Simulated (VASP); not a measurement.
# Ir (P6_3/mmc) in VASP: further runs, part 2 of 2

VASP 6.6.1.

## (3) Single point, LDA

This run uses another cell than the first one, of 15.65 Å³/atom.

Input file INCAR:

```
PREC = Accurate ; ENCUT = 520
EDIFF = 1E-7 ; ISMEAR = 0
SIGMA = 0.15 ; LREAL = F
LASPH = T ; NELM = 100
ALGO = Fast ; ISIF = 2
LWAVE = F ; LCHARG = F
NBANDS = 16
```

Input file KPOINTS:

```
regular mesh
0
Gamma
  18 18 10
```

Input file POSCAR:

```
Ir
1.0
    2.8946000000      0.0000000000      0.0000000000
   -1.4473000000      2.5067971338      0.0000000000
    0.0000000000      0.0000000000      4.3131000000
Ir
2
Direct
    0.6666666667      0.3333333333      0.7500000000
    0.3333333333      0.6666666667      0.2500000000
```

Potentials or basis: VASP PAW LDA potentials, release 64 (Ir).

On the command line:

```sh
cat potpaw_LDA.64/Ir/POTCAR > POTCAR
mpirun -np 1 vasp_std > vasp.out
```

OUTCAR:

```text
PREC = Accurate
   ENCUT = 520
   EDIFF = 1E-7
   ISMEAR = 0
   LREAL = F
   LASPH = T
   NELM = 100
   ISIF = 2

 ion  position               nearest neighbor table
   1  0.667  0.333  0.750-   2 2.73   2 2.73   2 2.73   2 2.73   2 2.73   2 2.73
   2  0.333  0.667  0.250-   1 2.73   1 2.73   1 2.73   1 2.73   1 2.73   1 2.73

  LATTYP: Found a hexagonal cell.
 ALAT       =     2.8946000000
 C/A-ratio  =     1.4900504387

  Lattice vectors:

 A1 = (   2.8946000000,   0.0000000000,   0.0000000000)
 A2 = (  -1.4473000000,   2.5067971338,   0.0000000000)
 A3 = (   0.0000000000,   0.0000000000,   4.3131000000)

Analysis of symmetry for initial positions (statically):
=====================================================================
 Subroutine PRICEL returns:
 Original cell was already a primitive cell.

 Routine SETGRP: Setting up the symmetry group for a
 hexagonal supercell.

 Subroutine GETGRP returns: Found 24 space group operations
 (whereof 12 operations were pure point group operations)
 out of a pool of 24 trial point group operations.

The static configuration has the point symmetry D_3d.
 The point group associated with its full space group is D_6h.

[... 157 lines left out ...]
  ext. energy  EPLUGINS =         0.00000000
  ---------------------------------------------------
  free energy    TOTEN  =       -20.02758263 eV

  energy without entropy =      -19.98806120  energy(sigma->0) =      -20.00782191

 E-fermi :   8.7641     XC(G=0): -13.5539

 val. band max:        8.7611118446   @ k =   0.1667   0.1667   0.5000
 cond. band min:       8.7643073652   @ k =   0.1111   0.0556   0.4000
 fundamental gap:      0.0031955206
 Fermi energy:         8.7640916740

 k-point     1 :       0.0000    0.0000    0.0000
  band No.  band energies     occupation
      1      -1.4396      2.00000
      2       1.6966      2.00000
      3       5.3705      2.00000
      4       5.3705      2.00000
      5       6.0441      2.00000
      6       6.0441      2.00000
[... 433 lines left out ...]
      3       2.8410      2.00000
      4       4.6634      2.00000
      5       4.9458      2.00000
      6       5.9419      2.00000
[... 8 lines left out ...]
     15      19.2393      0.00000
     16      21.1478      0.00000

 [... further k-points ...]
[... 5 lines left out ...]
  --------------------------------------------------------------------------------------
  -------------------------------------------------------------------------------------
  Total       -7.0864155     -7.0864155     -3.9357365      0.0000000      0.0000000      0.0000000
  in kB     -362.7771456   -362.7771456   -201.4834256      0.0000000      0.0000000      0.0000000
  external PRESSURE =    -309.0125723 kB  Pullay stress =       0.0000000 kB

 VOLUME and BASIS-vectors are now :
 -----------------------------------------------------------------------------
  energy-cutoff  :      520.00
  volume of cell :       31.30
      direct lattice vectors                 reciprocal lattice vectors
     2.894600000  0.000000000  0.000000000     0.345470877  0.199457704  0.000000000
    -1.447300000  2.506797134  0.000000000     0.000000000  0.398915407  0.000000000
     0.000000000  0.000000000  4.313100000     0.000000000  0.000000000  0.231851800

 POSITION                                       TOTAL-FORCE (eV/Angst)
 -----------------------------------------------------------------------------------
      1.44730      0.83560      3.23483         0.000000      0.000000      0.000000
     -0.00000      1.67120      1.07828        -0.000000      0.000000      0.000000
 -----------------------------------------------------------------------------------
    total drift:                               -0.000000      0.000000     -0.000000

  FREE ENERGIE OF THE ION-ELECTRON SYSTEM (eV)
  ---------------------------------------------------
  free  energy   TOTEN  =       -20.0275826282 eV

  energy  without entropy=      -19.9880611973  energy(sigma->0) =      -20.00782191
```

stdout:

```text
POSCAR found type information on POSCAR Ir
 POSCAR found :  1 types and       2 ions
 scaLAPACK will be used
 LDA part: xc-table for (Slater(with rela. corr.)+CA(PZ))
 , standard interpolation
 POSCAR, INCAR and KPOINTS ok, starting setup
 FFT: planning ... GRIDC
 FFT: planning ... GRID_SOFT
 FFT: planning ... GRID
 WAVECAR not read
 entering main loop
```

Run time: 3.2 min. Hardware: 1 thread of Intel Xeon 8259CL, shared host; peak memory 0.21 GiB.

Results:

| Property | Result |
| --- | --- |
| Free energy | -20.0276 eV |
| Pressure | -30.9 GPa |
| Band gap on the k mesh | zero (bands 9 and 10 overlap by 2.52 eV) |

Levels at points of the mesh, in eV from the Fermi level:
| k point | band 5 | band 6 | band 7 | band 8 | band 9 | band 10 | band 11 | band 12 | band 13 | band 14 |
| --- | --- | --- | --- | --- | --- | --- | --- | --- | --- | --- |
| (0.00, 0.00, 0.00) | -2.72 | -2.72 | -2.70 | -2.66 | -2.66 | 0.18 | 0.18 | 0.29 | 7.27 | 13.93 |
| (0.50, 0.00, 0.00) | -3.30 | -2.72 | -2.14 | 0.06 | 0.60 | 1.10 | 2.28 | 3.42 | 8.15 | 10.00 |
| (0.00, 0.00, 0.50) | -3.73 | -3.73 | -3.53 | -3.53 | -0.38 | -0.38 | -0.38 | -0.38 | 13.61 | 13.61 |
| (0.50, 0.00, 0.50) | -2.20 | -2.20 | -0.85 | -0.85 | 0.41 | 0.41 | 1.75 | 1.75 | 6.61 | 6.61 |

Caveat: the cell stands under tension; spin-orbit coupling is left out, which moves the levels of the heavy elements.

## (4) Single point, LDA

This run uses another cell than the first one, of 15.62 Å³/atom.

Input file INCAR:

```
ALGO = Fast
EDIFF = 1E-7
ENCUT = 520
GGA = CA
ISIF = 2
ISMEAR = 0
LASPH = T
LCHARG = F
LREAL = F
LWAVE = F
NBANDS = 16
NELM = 60
PREC = Accurate
SIGMA = 0.15
```

Input file KPOINTS:

```
k-points
0
Gamma
  18 18 10
```

Input file POSCAR:

```
Ir
1.0
    2.7593000000      0.0000000000      0.0000000000
   -1.3796500000      2.3896238966      0.0000000000
    0.0000000000      0.0000000000      4.7371000000
Ir
2
Direct
    0.6666666667      0.3333333333      0.7500000000
    0.3333333333      0.6666666667      0.2500000000
```

On the command line:

```sh
cat potpaw_LDA.64/Ir/POTCAR > POTCAR
mpirun -np 1 vasp_std > vasp.out
```

Run time: 3.2 min. Hardware: 1 thread of Intel Xeon 8259CL, shared host; peak memory 0.21 GiB.

It converged, with:

- Free energy: -20.0805 eV
- Pressure: -32.2 GPa
- Band gap on the k mesh: zero (bands 9 and 10 overlap by 3.13 eV)

Stress tensor (GPa, compression positive):
```
-27.74   0.00   0.00
  0.00 -27.74   0.00
  0.00   0.00 -41.25
```

Levels at points of the mesh, in eV from the Fermi level:
| k point | band 7 | band 8 | band 9 | band 10 | band 11 | band 12 |
| --- | --- | --- | --- | --- | --- | --- |
| (0.00, 0.00, 0.00) | -2.79 | -1.56 | -1.56 | -0.91 | 0.34 | 0.34 |
| (0.50, 0.00, 0.00) | -2.69 | 0.67 | 0.98 | 1.24 | 2.80 | 4.23 |
| (0.00, 0.00, 0.50) | -3.25 | -3.25 | -0.31 | -0.31 | -0.31 | -0.31 |
| (0.50, 0.00, 0.50) | -0.66 | -0.66 | 1.13 | 1.13 | 1.94 | 1.94 |

Caveat: the cell stands under tension; spin-orbit coupling is left out, which moves the levels of the heavy elements.

## (5) Single point, LDA

This run uses another cell than the first one, of 15.73 Å³/atom.

Input file INCAR:

```
ALGO     = Normal         # electronic algorithm
EDIFF    = 1E-6           # SCF threshold, eV
ENCUT    = 520            # plane-wave cutoff, eV
ISIF     = 2              # what is computed and relaxed
ISMEAR   = 0              # smearing method
LASPH    = True           # aspherical terms in the spheres
LCHARG   = False          # write CHGCAR
LREAL    = False          # projectors in reciprocal space
LWAVE    = False          # write WAVECAR
NBANDS   = 16             # bands
NELM     = 80             # most SCF steps
PREC     = Accurate       # precision mode
SIGMA    = 0.15           # smearing width, eV
```

KPOINTS is that of step 4.

Input file POSCAR:

```
Ir
1.0
    2.8315000000      0.0000000000      0.0000000000
   -1.4157500000      2.4521509308      0.0000000000
    0.0000000000      0.0000000000      4.5324000000
Ir
2
Direct
    0.6666666667      0.3333333333      0.7500000000
    0.3333333333      0.6666666667      0.2500000000
```

On the command line:

```sh
cat potpaw_LDA.64/Ir/POTCAR > POTCAR
mpirun -np 1 vasp_std > vasp.out
```

Run time: 2.1 min. Hardware: 1 thread of Intel Xeon 8259CL, shared host; peak memory 0.22 GiB.

Results (log left out):

```yaml
Free_energy: -20.0834 eV
Pressure: -34.7 GPa
Band_gap_on_the_k_mesh: zero (bands 9 and 10 overlap by 2.85 eV)
```

Stress tensor (GPa, compression positive):
```
-35.38   0.00   0.00
  0.00 -35.38   0.00
  0.00   0.00 -33.27
```

Levels at points of the mesh, in eV from the Fermi level:
```
           k point  band 7  band 8  band 9  band 10  band 11  band 12
(0.00, 0.00, 0.00)   -2.71   -2.14   -2.14    -0.37     0.21     0.21
(0.50, 0.00, 0.00)   -2.51    0.49    0.83     0.87     2.55     3.83
(0.00, 0.00, 0.50)   -3.43   -3.43   -0.43    -0.43    -0.43    -0.43
(0.50, 0.00, 0.50)   -0.76   -0.76    0.72     0.72     1.86     1.86
```

Caveat: the cell stands under tension; spin-orbit coupling is left out, which moves the levels of the heavy elements.

## (6) Summary

| cell | gap on the mesh (eV) | pressure (GPa) |
| --- | --- | --- |
| a = 2.786, b = 2.786, c = 4.620 Å, angles 90.0, 90.0, 120.0°, 2 atoms | none | -31.9 |
| a = 2.895, b = 2.895, c = 4.313 Å, angles 90.0, 90.0, 120.0°, 2 atoms | none | -30.9 |
| a = 2.759, b = 2.759, c = 4.737 Å, angles 90.0, 90.0, 120.0°, 2 atoms | none | -32.2 |
| a = 2.832, b = 2.831, c = 4.532 Å, angles 90.0, 90.0, 120.0°, 2 atoms | none | -34.7 |

Alike in all rows: task single point; level LDA; potentials or basis VASP PAW LDA potentials, release 64 (Ir); no spin polarisation; k mesh 18 × 18 × 10; cutoff (eV) 520; smearing gaussian 0.15 eV.

Caveats: the cell stands under tension; spin-orbit coupling is left out, which moves the levels of the heavy elements.

Total energies depend on the potentials used, so only differences within one code and one set of settings carry meaning.
